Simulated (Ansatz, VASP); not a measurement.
**Re: VASP beside Ansatz**

```
Re
1.0
     2.77687    0.00000    0.00000
    -1.38844    2.40484    0.00000
     0.00000    0.00000    4.47881
Re
2
Direct
  0.33333 0.66667 0.25000
  0.66667 0.33333 0.75000
```

Alike in both runs: task single point; functional PBE; k mesh 13 × 13 × 7; occupations methfessel-paxton of order 1, width 0.03 eV; no spin polarisation.

```csv
,VASP,Ansatz
version,VASP 6.6.1,Ansatz 0.2.0
potentials or method,"VASP PAW PBE potentials, release 64 (Re), cutoff 520 eV","plane waves (420 eV) with PAW, scalar-relativistic"
valence electrons in the cell,14,30
```

```tsv
	VASP	Ansatz	Ansatz less VASP
pressure (GPa)	-0.8	-0.2	+0.57
traceless stress, the component that is largest in VASP (GPa)	-0.02	0.12	+0.141
```

VASP's potentials hold 14 valence electrons a cell and Ansatz's 30, so a difference there can come from the potentials and not from the codes.

Spin-orbit coupling is off throughout.
